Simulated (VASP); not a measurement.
# SnO (Pmn2_1) in VASP: further runs

SnO is run at these levels: PBEsol; tasks: single point.

All numbers are computed with VASP 6.6.1; they aren't measurements. Logs are shortened: lines on timing, memory, paths and dates and some standing lists are left out, and cuts for length are marked.

## Step 1: The cell of the first run

The structure is orthorhombic, space group Pmn2_1 (No. 31). Conventional cell: a = 3.355 Å, b = 5.674 Å, c = 4.222 Å, α = 90.00°, β = 90.00°, γ = 90.00°. Within 2.8 Å of Sn (site symmetry m) lie 3 O at 2.15 to 2.16 Å. O (site symmetry m) has 3 Sn at 2.15 to 2.16 Å within 2.8 Å.

## Step 2: Single point, PBEsol

File INCAR:

```
SYSTEM = SnO
PREC     = Accurate       ! precision mode
ENCUT    = 520            ! plane-wave cutoff, eV
EDIFF    = 1E-7           ! SCF threshold, eV
ISMEAR   = 0              ! smearing method
SIGMA    = 0.01           ! smearing width, eV
LREAL    = .False.        ! projectors in reciprocal space
LASPH    = .True.         ! aspherical terms in the spheres
NELM     = 60             ! most SCF steps
ALGO     = Normal         ! electronic algorithm
ISIF     = 2              ! what is computed and relaxed
LWAVE    = .False.        ! write WAVECAR
LCHARG   = .True.         ! write CHGCAR
GGA      = PS             ! functional
LELF     = .True.         ! ELF
LVHAR    = .True.       
NBANDS   = 28             ! bands
```

File KPOINTS:

```
regular mesh
0
Gamma
  2 2 2
  0 0 0
```

File POSCAR:

```
SnO
1.0
    3.3550050000      0.0000000000      0.0000000000
    0.0000000000      5.6741040000      0.0000000000
    0.0000000000      0.0000000000      4.2219700000
Sn O
2 2
Direct
    0.0000000000      0.2319089992      0.5131439991
    0.5000000000      0.7680910008      0.0131439991
    0.0000000000      0.8912500000      0.7368570004
    0.5000000000      0.1087500000      0.2368570004
```

Potentials or basis: VASP PAW PBE potentials, release 64 (Sn_d, O).

Launch:

```bash
$ cat potpaw_PBE.64/Sn_d/POTCAR potpaw_PBE.64/O/POTCAR > POTCAR
$ mpirun -np 1 vasp_std > vasp.out
```

OUTCAR:

```text
SYSTEM = SnO
   PREC = Accurate
   ENCUT = 520
   EDIFF = 1E-7
   ISMEAR = 0
   LREAL = .False.
   LASPH = .True.
   NELM = 60
   ISIF = 2
   GGA = PS

 ion  position               nearest neighbor table
   1  0.000  0.232  0.513-   3 2.15   4 2.16   4 2.16
   2  0.500  0.768  0.013-   4 2.15   3 2.16   3 2.16
   3  0.000  0.891  0.737-   1 2.15   2 2.16   2 2.16
   4  0.500  0.109  0.237-   2 2.15   1 2.16   1 2.16

  LATTYP: Found a simple orthorhombic cell.
 ALAT       =     3.3550050000
 B/A-ratio  =     1.2584094510
 C/A-ratio  =     1.6912356315

  Lattice vectors:

 A1 = (  -3.3550050000,   0.0000000000,   0.0000000000)
 A2 = (   0.0000000000,   0.0000000000,   4.2219700000)
 A3 = (   0.0000000000,   5.6741040000,   0.0000000000)

Analysis of symmetry for initial positions (statically):
=====================================================================
 Subroutine PRICEL returns:
 Original cell was already a primitive cell.

 Routine SETGRP: Setting up the symmetry group for a
 simple orthorhombic supercell.

 Subroutine GETGRP returns: Found  4 space group operations
 (whereof  2 operations were pure point group operations)
 out of a pool of  8 trial point group operations.

The static configuration has the point symmetry C_1h.
 The point group associated with its full space group is C_2v.

Analysis of symmetry for dynamics (positions and initial velocities):
=====================================================================
 Subroutine PRICEL returns:
 Original cell was already a primitive cell.

 Routine SETGRP: Setting up the symmetry group for a
 simple orthorhombic supercell.

 Subroutine GETGRP returns: Found  4 space group operations
 (whereof  2 operations were pure point group operations)
 out of a pool of  8 trial point group operations.

The dynamic configuration has the point symmetry C_1h.
 The point group associated with its full space group is C_2v.

 Subroutine INISYM returns: Found  4 space group operations
 (whereof  2 operations are pure point group operations),
 and found     1 'primitive' translations

----------------------------------------------------------------------------------------

                                     Primitive cell

  volume of cell :      80.3722

  direct lattice vectors                    reciprocal lattice vectors
     3.355005000  0.000000000  0.000000000     0.298062149  0.000000000  0.000000000
     0.000000000  5.674104000  0.000000000     0.000000000  0.176239279  0.000000000
     0.000000000  0.000000000  4.221970000     0.000000000  0.000000000  0.236856254

  length of vectors
     3.355005000  5.674104000  4.221970000     0.298062149  0.176239279  0.236856254

  position of ions in fractional coordinates (direct lattice)
     0.000000000  0.231908999  0.513143999
     0.500000000  0.768091001  0.013143999
     0.000000000  0.891250000  0.736857000
     0.500000000  0.108750000  0.236857000

  ion indices of the primitive-cell ions
   primitive index   ion index
                 1           1
                 2           2
                 3           3
                 4           4

----------------------------------------------------------------------------------------

 KPOINTS: regular mesh

Automatic generation of k-mesh.
 Grid dimensions read from file:
 generate k-points for:    2    2    2

 Generating k-lattice:

  Cartesian coordinates                     Fractional coordinates (reciprocal lattice)
     0.149031074  0.000000000  0.000000000     0.500000000  0.000000000  0.000000000
     0.000000000  0.088119640  0.000000000     0.000000000  0.500000000  0.000000000
     0.000000000  0.000000000  0.118428127     0.000000000  0.000000000  0.500000000

  Length of vectors
     0.149031074  0.088119640  0.118428127

  Shift w.r.t. Gamma in fractional coordinates (k-lattice)
     0.000000000  0.000000000  0.000000000

 Subroutine IBZKPT returns following result:
 ===========================================

 Found      8 irreducible k-points:

 Following reciprocal coordinates:
            Coordinates               Weight
  0.000000  0.000000  0.000000      1.000000
  0.500000  0.000000  0.000000      1.000000
  0.000000  0.500000  0.000000      1.000000
  0.500000  0.500000  0.000000      1.000000
  0.000000  0.000000  0.500000      1.000000
  0.500000  0.000000  0.500000      1.000000
  0.000000  0.500000  0.500000      1.000000
  0.500000  0.500000  0.500000      1.000000
   k-points           NKPTS =      8   k-points in BZ     NKDIM =      8   number of bands    NBANDS=     28
   number of dos      NEDOS =    301   number of ions     NIONS =      4
   total plane-waves  NPLWV =  37632
   dimension x,y,z NGX =    28 NGY =   42 NGZ =   32
   dimension x,y,z NGXF=    56 NGYF=   84 NGZF=   64
   ions per type =               2   2
   NGX,Y,Z   is equivalent  to a cutoff of  13.87, 12.31, 12.60 a.u.
   NGXF,Y,Z  is equivalent  to a cutoff of  27.75, 24.61, 25.20 a.u.
 SYSTEM =  SnO
   PREC   = accura    normal or accurate (medium, high low for compatibility)
   ISTART =      0    job   : 0-new  1-cont  2-samecut
   ICHARG =      2    charge: 1-file 2-atom 10-const
   ISPIN  =      1    spin polarized calculation?
   LNONCOLLINEAR =      F non collinear calculations
   LSORBIT =      F    spin-orbit coupling
   LASPH  =      T    aspherical Exc in radial PAW
   ENCUT  =  520.0 eV  38.22 Ry    6.18 a.u.   6.24 10.55  7.85*2*pi/ulx,y,z
   NELM   =     60;   NELMIN=  2; NELMDL= -5     # of ELM steps
   EDIFF  = 0.1E-06   stopping-criterion for ELM
   LREAL  =      F    real-space projection
   EDIFFG = 0.1E-05   stopping-criterion for IOM
   NSW    =      0    number of steps for IOM
   IBRION =     -1    ionic relax: 0-MD 1-quasi-New 2-CG
   NFREE  =      0    steps in history (QN), initial steepest desc. (CG)
   ISIF   =      2    stress and relaxation
   ISYM   =      2    0-nonsym 1-usesym 2-fastsym
   POTIM  = 0.5000    time-step for ionic-motion
   TEBEG  =    0.0;   TEEND  =   0.0 temperature during run
   PSTRESS=    0.0 pullay stress
   NELECT =      40.0000    total number of electrons
   NUPDOWN=      -1.0000    fix difference up-down
   EMIN   =  10.00;   EMAX   =-10.00  energy-range for DOS
   EFERMI =   0.00;   METHOD = LEGACY
   ISMEAR =     0;   SIGMA  =   0.01  broadening in eV -4-tet -1-fermi 0-gaus
   EFERMI_NEDOS =   21; number of points for ismear=-14 and -15
   IALGO  =     38    algorithm
   IMIX   =      4    mixing-type and parameters
     AMIX     =   0.40;   BMIX     =  1.00
     AMIX_MAG =   1.60;   BMIX_MAG =  1.00
  volume/ion in A,a.u.               =      20.09       135.59
  Fermi-wavevector in a.u.,A,eV,Ry     =   1.297357  2.451650 22.900458  1.683136
  Thomas-Fermi vector in A             =   2.428755
   LORBIT       =      0    0 simple, 1 ext, 2 COOP (PROOUT), +10 PAW based schemes
   GGA     = PS    functional components
   LHFCALC =     F    Hartree Fock is set to
   AEXX    =    0.0000 exact exchange contribution
   IVDW    =     0    specifies the selected vdW correction
   LEPSILON=     F    determine dielectric tensor
   LRPA    =     F    only Hartree local field effects (RPA)
 non-spin polarized calculation
 Gauss-broadening in eV      SIGMA  =   0.01
  energy-cutoff  :      520.00
  volume of cell :       80.37
 maximum number of plane-waves:      2176
 NGX is ok and might be reduce to    28
   NGX = 13   NGY = 21   NGZ = 15

 number of electron      39.9999992 magnetization

 Free energy of the ion-electron system (eV)
  ---------------------------------------------------
  ext. energy  EPLUGINS =         0.00000000
  ---------------------------------------------------
  free energy    TOTEN  =       -23.56123700 eV

  energy without entropy =      -23.56123700  energy(sigma->0) =      -23.56123700

 E-fermi :   4.7489     XC(G=0):  -9.7651

 val. band max:        4.7019761281   @ k =   0.0000   0.0000   0.0000
 cond. band min:       6.5386730146   @ k =   0.5000   0.5000   0.0000
 fundamental gap:      1.8366968865
 Fermi energy:         4.7488938374

 k-point     1 :       0.0000    0.0000    0.0000
  band No.  band energies     occupation
      1     -16.4234      2.00000
      2     -16.0995      2.00000
      3     -16.0152      2.00000
      4     -15.9877      2.00000
      5     -15.9609      2.00000
      6     -15.9253      2.00000
[... 20 lines left out ...]
     27      13.3562      0.00000
     28      13.9330      0.00000

 k-point     2 :       0.5000    0.0000    0.0000
  band No.  band energies     occupation
      1     -16.3819      2.00000
      2     -16.3819      2.00000
      3     -15.9680      2.00000
      4     -15.9680      2.00000
      5     -15.9347      2.00000
      6     -15.9347      2.00000
[... 20 lines left out ...]
     27      13.9521      0.00000
     28      13.9521      0.00000

 k-point     3 :       0.0000    0.5000    0.0000
  band No.  band energies     occupation
      1     -16.4153      2.00000
      2     -16.1039      2.00000
      3     -16.0081      2.00000
      4     -15.9843      2.00000
      5     -15.9641      2.00000
      6     -15.9337      2.00000
[... 20 lines left out ...]
     27      14.1548      0.00000
     28      14.7610      0.00000

 k-point     4 :       0.5000    0.5000    0.0000
  band No.  band energies     occupation
      1     -16.3872      2.00000
      2     -16.3872      2.00000
      3     -15.9649      2.00000
      4     -15.9649      2.00000
      5     -15.9350      2.00000
      6     -15.9350      2.00000
[... 20 lines left out ...]
     27      13.2133      0.00000
     28      13.2133      0.00000

 k-point     5 :       0.0000    0.0000    0.5000
  band No.  band energies     occupation
      1     -16.2829      2.00000
      2     -16.2829      2.00000
      3     -15.9836      2.00000
      4     -15.9836      2.00000
      5     -15.9802      2.00000
      6     -15.9802      2.00000
[... 20 lines left out ...]
     27      15.7248      0.00000
     28      15.7248      0.00000

 k-point     6 :       0.5000    0.0000    0.5000
  band No.  band energies     occupation
      1     -16.4104      2.00000
      2     -16.4104      2.00000
      3     -15.9944      2.00000
      4     -15.9944      2.00000
      5     -15.9179      2.00000
      6     -15.9179      2.00000
[... 20 lines left out ...]
     27      13.5531      0.00000
     28      13.5531      0.00000

 k-point     7 :       0.0000    0.5000    0.5000
  band No.  band energies     occupation
      1     -16.2832      2.00000
      2     -16.2832      2.00000
      3     -15.9849      2.00000
      4     -15.9849      2.00000
      5     -15.9823      2.00000
      6     -15.9823      2.00000
[... 20 lines left out ...]
     27      14.6922      0.00000
     28      14.6922      0.00000

 k-point     8 :       0.5000    0.5000    0.5000
  band No.  band energies     occupation
      1     -16.4019      2.00000
      2     -16.4019      2.00000
      3     -15.9884      2.00000
      4     -15.9884      2.00000
      5     -15.9185      2.00000
      6     -15.9185      2.00000
[... 20 lines left out ...]
     27      15.2389      0.00000
     28      15.2389      0.00000

------------------------ aborting loop because EDIFF is reached ----------------------------------------

  FORCE on cell =-STRESS in cart. coord.  units (eV):
  Direction    XX          YY          ZZ          XY          YZ          ZX
  --------------------------------------------------------------------------------------
  -------------------------------------------------------------------------------------
  Total        0.8422826     -2.0555935     -2.4973262      0.0000000      0.0000000      0.0000000
  in kB       16.7904691    -40.9771940    -49.7829060      0.0000000      0.0000000      0.0000000
  external PRESSURE =     -24.6565436 kB  Pullay stress =       0.0000000 kB

 VOLUME and BASIS-vectors are now :
 -----------------------------------------------------------------------------
  energy-cutoff  :      520.00
  volume of cell :       80.37
      direct lattice vectors                 reciprocal lattice vectors
     3.355005000  0.000000000  0.000000000     0.298062149  0.000000000  0.000000000
     0.000000000  5.674104000  0.000000000     0.000000000  0.176239279  0.000000000
     0.000000000  0.000000000  4.221970000     0.000000000  0.000000000  0.236856254

 POSITION                                       TOTAL-FORCE (eV/Angst)
 -----------------------------------------------------------------------------------
      0.00000      1.31588      2.16648         0.000000     -0.164908      0.042664
      1.67750      4.35823      0.05549         0.000000      0.164908      0.042664
      0.00000      5.05705      3.11099         0.000000      0.203706     -0.042664
      1.67750      0.61706      1.00000         0.000000     -0.203706     -0.042664
 -----------------------------------------------------------------------------------
    total drift:                                0.000000      0.000000     -0.000243

  FREE ENERGIE OF THE ION-ELECTRON SYSTEM (eV)
  ---------------------------------------------------
  free  energy   TOTEN  =       -23.5612369973 eV

  energy  without entropy=      -23.5612369973  energy(sigma->0) =      -23.56123700
```

Wall time 18 s (1 thread of Intel Xeon Platinum 8259CL at 2.50GHz (Skylake/Cascade Lake), shared host); peak memory 0.18 GiB.

What came out:

```
Free energy            : -23.5612 eV
Pressure               : -2.5 GPa
Largest force          : 0.208 eV/Å
Band gap on the k mesh : 1.84 eV, indirect (least direct gap 2.61 eV)
```

Forces on the atoms (eV/Å):
```
Sn   0.000 -0.165  0.043
Sn   0.000  0.165  0.043
O    0.000  0.204 -0.043
O    0.000 -0.204 -0.043
```

Caveat: the k points lie up to 0.94 Å⁻¹ apart; the PAW data sets were made with another functional, which shifts forces and pressure a little; spin-orbit coupling is left out, which moves the levels of the heavy elements. A k mesh can miss the band edges.

## Step 3: Single point, PBEsol

File INCAR:

```
  ALGO = Normal
  EDIFF = 1E-6
  ENCUT = 520
  GGA = PS
  ISIF = 2
  ISMEAR = 0
  LASPH = True
  LCHARG = False
  LREAL = False
  LWAVE = False
  NBANDS = 28
  NELM = 100
  PREC = Accurate
  SIGMA = 0.01
```

File KPOINTS:

```
k-points
0
Gamma
  4 2 4
```

POSCAR is that of step 2.

Potentials or basis: VASP PAW PBE potentials, release 64 (Sn_d, O).

Launch:

```bash
$ cat potpaw_PBE.64/Sn_d/POTCAR potpaw_PBE.64/O/POTCAR > POTCAR
$ mpirun -np 1 vasp_std > vasp.out
```

Run time: 30 s. Hardware: 1 thread of Intel Xeon Platinum 8259CL at 2.50GHz (Skylake/Cascade Lake), shared host; peak memory 0.2 GiB.

The run converged. Its results:

| Item | Value |
| --- | --- |
| Free energy | -23.8082 eV |
| Pressure | -3.0 GPa |
| Largest force | 0.343 eV/Å |
| Band gap on the k mesh | 1.83 eV, indirect (least direct gap 2.53 eV) |

Forces on the atoms (eV/Å):
```
Sn   0.000 -0.328 -0.101
Sn   0.000  0.328 -0.101
O    0.000  0.123  0.101
O    0.000 -0.123  0.101
```

Stress tensor (GPa, compression positive):
```
-3.58  0.00  0.00
 0.00 -2.95  0.00
 0.00  0.00 -2.62
```

Levels at points of the mesh, in eV from the valence-band top:
| k point | band 17 | band 18 | band 19 | band 20 | band 21 | band 22 | band 23 | band 24 |
| --- | --- | --- | --- | --- | --- | --- | --- | --- |
| (0.00, 0.00, 0.00) | -3.49 | -2.63 | -2.04 | 0.00 | 2.61 | 3.10 | 5.81 | 5.86 |
| (0.50, 0.00, 0.00) | -2.57 | -2.57 | -1.25 | -1.25 | 2.53 | 2.53 | 5.48 | 5.48 |
| (0.00, 0.50, 0.00) | -3.79 | -2.66 | -1.59 | -1.37 | 3.27 | 3.86 | 4.80 | 4.97 |
| (0.50, 0.50, 0.00) | -2.65 | -2.65 | -0.91 | -0.91 | 1.83 | 1.83 | 6.23 | 6.23 |
| (0.00, 0.00, 0.50) | -3.19 | -3.19 | -1.66 | -1.66 | 2.61 | 2.61 | 5.17 | 5.17 |
| (0.50, 0.00, 0.50) | -3.15 | -3.15 | -1.08 | -1.08 | 2.06 | 2.06 | 4.56 | 4.56 |
| (0.00, 0.50, 0.50) | -2.92 | -2.92 | -1.51 | -1.51 | 1.87 | 1.87 | 5.92 | 5.92 |
| (0.50, 0.50, 0.50) | -3.43 | -3.43 | -0.43 | -0.43 | 2.38 | 2.38 | 4.10 | 4.10 |

Caveat: the k points lie up to 0.55 Å⁻¹ apart; the PAW data sets were made with another functional, which shifts forces and pressure a little; spin-orbit coupling is left out, which moves the levels of the heavy elements. A k mesh can miss the band edges.
